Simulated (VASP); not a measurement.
# ZrGe4Mo (P-6m2) in VASP: further runs, part 2 of 2

VASP 6.6.1. The steps go on from the part before.

**3. Single point, PBE**

This run uses another cell than the first one, of 18.02 Å³/atom.

INCAR

```
  PREC = Accurate
  ENCUT = 520
  EDIFF = 1E-6
  ISMEAR = 0
  SIGMA = 0.1
  LREAL = False
  LASPH = True
  NELM = 60
  ALGO = Normal
  ISIF = 2
  LWAVE = False
  LCHARG = True
  GGA = PE
  LELF = True
  LVHAR = True
  NBANDS = 50
```

KPOINTS

```
regular mesh
0
Gamma
  6 6 2
```

POSCAR

```
ZrGe4Mo
1.0
    3.1085683435     -0.0000000029      0.0000000000
   -1.5542841692      2.6920991563      0.0000000000
    0.0000000000      0.0000000000     12.9203039160
Zr Ge Mo
1 4 1
Direct
    0.6666666667      0.3333333333      0.5000000000
    0.3333333333      0.6666666667      0.6784635220
    0.0000000000      0.0000000000      0.8492704453
    0.0000000000      0.0000000000      0.1507295547
    0.3333333333      0.6666666667      0.3215364780
    0.6666666667      0.3333333333      0.0000000000
```

Potentials or basis: VASP PAW PBE potentials, release 64 (Zr_sv, Ge_d, Mo_sv).

The run is started by

```bash
> cat potpaw_PBE.64/Zr_sv/POTCAR potpaw_PBE.64/Ge_d/POTCAR potpaw_PBE.64/Mo_sv/POTCAR > POTCAR
> mpirun -np 1 vasp_std > vasp.out
```

Wall time 76 s (1 thread of Intel Xeon Platinum 8488C (Sapphire Rapids), shared host); peak memory 0.25 GiB.

The run converged. Its results:

```
Free energy            : -37.2987 eV
Pressure               : 0.2 GPa
Largest force          : 0.017 eV/Å
Band gap on the k mesh : zero (bands 41 and 42 overlap by 2.06 eV)
```

Forces in eV/Å, atoms in the order of the input:
```
Zr   0.000  0.000  0.000
Ge   0.000  0.000  0.002
Ge   0.000  0.000  0.017
Ge   0.000  0.000 -0.017
Ge   0.000  0.000 -0.002
Mo   0.000  0.000  0.000
```

Stress tensor (GPa, compression positive):
```
0.04 0.00 0.00
0.00 0.04 0.00
0.00 0.00 0.50
```

Levels at points of the mesh, in eV from the Fermi level:
```csv
k point,band 38,band 39,band 40,band 41,band 42,band 43,band 44,band 45
"(0.00, 0.00, 0.00)",-0.65,0.73,0.73,1.14,1.14,2.54,3.33,3.33
"(0.50, 0.00, 0.00)",-2.13,-1.89,-0.61,-0.19,0.80,1.38,1.69,2.32
"(0.00, 0.00, 0.50)",-0.65,0.73,0.73,1.14,1.14,2.95,3.24,3.33
"(0.50, 0.00, 0.50)",-1.79,-1.32,-1.18,-0.61,1.27,1.34,1.85,2.61
```

Caveat: the k points lie up to 0.39 Å⁻¹ apart, too coarse for converged energies and pressures of a metal.

**4. Single point, PBE**

This run uses another cell than the first one, of 17.99 Å³/atom.

Edit INCAR of step 3 so:

```diff
@@ -11,6 +11,4 @@
   LWAVE = False
-  LCHARG = True
+  LCHARG = False
   GGA = PE
-  LELF = True
-  LVHAR = True
   NBANDS = 50
```

KPOINTS

```
regular mesh
0
Gamma
  12 12 4
```

POSCAR

```
ZrGe4Mo
1.0
    3.0976559456      0.0000000000      0.0000000000
   -1.5488279728      2.6826487411      0.0000000000
    0.0000000000      0.0000000000     12.9873619295
Zr Ge Mo
1 4 1
Direct
    0.6666666667      0.3333333333      0.5000000000
    0.3333333333      0.6666666667      0.6771432146
    0.0000000000      0.0000000000      0.8495836627
    0.0000000000      0.0000000000      0.1504163373
    0.3333333333      0.6666666667      0.3228567854
    0.6666666667      0.3333333333      0.0000000000
```

The run is started by

```bash
> cat potpaw_PBE.64/Zr_sv/POTCAR potpaw_PBE.64/Ge_d/POTCAR potpaw_PBE.64/Mo_sv/POTCAR > POTCAR
> mpirun -np 1 vasp_std > vasp.out
```

It took 4.5 min on 1 thread of Intel Xeon Platinum 8488C (Sapphire Rapids), shared host; peak memory 0.4 GiB.

Results (log left out):

- Free energy: -37.4387 eV
- Pressure: 0.1 GPa
- Largest force: 0.019 eV/Å
- Band gap on the k mesh: zero (bands 41 and 42 overlap by 2.20 eV)

Forces in eV/Å, atoms in the order of the input:
```
Zr   0.000  0.000  0.000
Ge   0.000  0.000 -0.001
Ge   0.000  0.000 -0.019
Ge   0.000  0.000  0.019
Ge   0.000  0.000  0.001
Mo   0.000  0.000  0.000
```

Levels at points of the mesh, in eV from the Fermi level:
```csv
k point,band 39,band 40,band 41,band 42,band 43,band 44
"(0.00, 0.00, 0.00)",0.78,0.78,1.30,1.30,2.44,3.47
"(0.50, 0.00, 0.00)",-1.83,-0.56,-0.16,0.84,1.48,1.64
"(0.00, 0.00, 0.50)",0.78,0.78,1.30,1.30,2.82,3.12
"(0.50, 0.00, 0.50)",-1.31,-1.15,-0.56,1.33,1.38,1.86
```

**5. Relaxation of cell and atoms, PBE**

INCAR

```
PREC = Accurate
ENCUT = 600
EDIFF = 1E-7
ISMEAR = 0
SIGMA = 0.1
LREAL = F
LASPH = T
NELM = 60
ALGO = Normal
ISIF = 3
LWAVE = F
LCHARG = F
GGA = PE
IBRION = 2
NSW = 90
EDIFFG = -0.04
```

KPOINTS

```
regular mesh
0
Gamma
  6 6 2
```

POSCAR

```
ZrGe4Mo
1.0
    3.1072585100      0.0000000000      0.0000000000
   -1.5536292500      2.6909648000      0.0000000000
    0.0000000000      0.0000000000     12.3974460400
Zr Ge Mo
1 4 1
Direct
    0.6666666700      0.3333333300      0.5000000000
    0.3333333300      0.6666666700      0.6259580300
    0.0000000000      0.0000000000      0.8781179800
    0.0000000000      0.0000000000      0.1218820200
    0.3333333300      0.6666666700      0.3740419700
    0.6666666700      0.3333333300      0.0000000000
```

The run is started by

```bash
> cat potpaw_PBE.64/Zr_sv/POTCAR potpaw_PBE.64/Ge_d/POTCAR potpaw_PBE.64/Mo_sv/POTCAR > POTCAR
> mpirun -np 1 vasp_std > vasp.out
```

Run time: 30 min. Hardware: 1 thread of Intel Xeon Platinum 8488C (Sapphire Rapids), shared host; peak memory 0.33 GiB.

Results (log left out):

```
Free energy                           : -37.2979 eV
Relaxed volume                        : 18.10 Å³/atom
Relaxed cell                          : a = 3.111 Å, b = 3.111 Å, c = 12.960 Å, α = 90.00°, β = 90.00°, γ = 120.00°
Space group after relaxing (to 0.1 Å) : P-6m2 (No. 187)
Energy gained by relaxing             : 1169.7 meV/atom
Ionic steps                           : 19
Pressure after relaxing               : -0.2 GPa
Largest force after relaxing          : 0.022 eV/Å
Band gap on the k mesh                : zero (bands 41 and 42 overlap by 2.06 eV)
```

Forces in eV/Å, atoms in the order of the input:
```
Zr   0.000  0.000  0.000
Ge   0.000  0.000  0.022
Ge   0.000  0.000 -0.008
Ge   0.000  0.000  0.008
Ge   0.000  0.000 -0.022
Mo   0.000  0.000  0.000
```

Stress tensor (GPa, compression positive):
```
-0.22  0.00  0.00
 0.00 -0.22  0.00
 0.00  0.00 -0.13
```

The path:
| step | energy change (eV) | largest force (eV/Å) | pressure (GPa) | volume (Å³) |
| --- | --- | --- | --- | --- |
| 1 | 0.0000 | 7.2998 | 46.18 | 103.66 |
| 2 | 0.4110 | 1.5850 | -16.05 | 197.58 |
| 3 | -5.0336 | 1.2961 | -6.45 | 137.94 |
| 4 | -5.1037 | 1.6415 | -4.39 | 134.54 |
| 5 | -5.1156 | 1.8960 | -2.80 | 132.26 |
| 6 | -5.6643 | 1.4753 | -3.28 | 127.55 |
| 7 | -6.3192 | 0.5039 | 1.27 | 113.24 |
| 8 | -6.3513 | 0.7237 | -0.52 | 115.99 |
| 9 | -6.5945 | 0.6255 | -0.05 | 113.09 |
| 10 | -6.8858 | 0.7731 | 5.94 | 104.20 |
| 11 | -6.9110 | 0.8887 | 2.97 | 107.36 |
| 12 | -6.9283 | 0.8836 | 3.94 | 106.12 |
| 13 | -6.9832 | 0.3896 | -1.19 | 109.70 |
| 14 | -6.9967 | 0.2565 | 0.25 | 108.56 |
| 15 | -7.0060 | 0.1927 | 0.02 | 108.67 |
| 16 | -7.0116 | 0.1039 | -0.33 | 108.83 |
| 17 | -7.0167 | 0.0961 | 0.19 | 108.31 |
| 18 | -7.0173 | 0.0928 | 0.39 | 108.08 |
| 19 | -7.0183 | 0.0216 | -0.19 | 108.62 |

Final structure:
```yaml
crystal:
  lattice:
    - [3.11090, 0.00000, 0.00000]
    - [-1.55545, 2.69412, 0.00000]
    - [0.00000, 0.00000, 12.96002]
  atoms:
    - { symbol: Zr, position: [0.66667, 0.33333, 0.50000] }
    - { symbol: Ge, position: [0.33333, 0.66667, 0.67820] }
    - { symbol: Ge, position: [0.00000, 0.00000, 0.84971] }
    - { symbol: Ge, position: [0.00000, 0.00000, 0.15029] }
    - { symbol: Ge, position: [0.33333, 0.66667, 0.32180] }
    - { symbol: Mo, position: [0.66667, 0.33333, 0.00000] }
```

Levels at points of the mesh, in eV from the Fermi level:
```
           k point  band 37  band 38  band 39  band 40  band 41  band 42  band 43  band 44  band 45  band 46
(0.00, 0.00, 0.00)    -0.65    -0.65     0.72     0.72     1.13     1.13     2.47     3.32     3.32     3.69
(0.50, 0.00, 0.00)    -2.60    -2.14    -1.90    -0.61    -0.20     0.80     1.38     1.64     2.33     2.77
(0.00, 0.00, 0.50)    -0.65    -0.65     0.72     0.72     1.13     1.13     2.87     3.16     3.32     3.32
(0.50, 0.00, 0.50)    -2.34    -1.80    -1.32    -1.19    -0.61     1.28     1.32     1.83     2.60     2.91
```

Caveat: the k points lie up to 0.39 Å⁻¹ apart in the final cell, too coarse for converged energies and pressures of a metal.

**6. Overview**

| task | cell | k mesh | cutoff (eV) | gap on the mesh (eV) | pressure (GPa) | largest force (eV/Å) |
| --- | --- | --- | --- | --- | --- | --- |
| single point | a = 3.107, b = 3.107, c = 12.397 Å, angles 90.0, 90.0, 120.0°, 6 atoms, atomic positions A | 6 × 6 × 2 | 520 | none | 46.2 | 7.30 |
| single point | a = 3.109, b = 3.109, c = 12.920 Å, angles 90.0, 90.0, 120.0°, 6 atoms, atomic positions B | 6 × 6 × 2 | 520 | none | 0.2 | 0.02 |
| single point | a = 3.098, b = 3.098, c = 12.987 Å, angles 90.0, 90.0, 120.0°, 6 atoms, atomic positions C | 12 × 12 × 4 | 520 | none | 0.1 | 0.02 |
| relaxation of cell and atoms | relaxed from a = 3.107, b = 3.107, c = 12.397 Å, angles 90.0, 90.0, 120.0°, 6 atoms, atomic positions A | 6 × 6 × 2 | 600 | none | -0.2 | 0.02 |

Alike in all rows: level PBE; potentials or basis VASP PAW PBE potentials, release 64 (Zr_sv, Ge_d, Mo_sv); no spin polarisation; smearing gaussian 0.1 eV.

Caveats: some runs use coarse meshes; forces of over 1 eV/Å act on the atoms, so gaps and moduli don't describe the material at rest (at least some runs).

Total energies depend on the potentials used, so only differences within one code and one set of settings carry meaning.
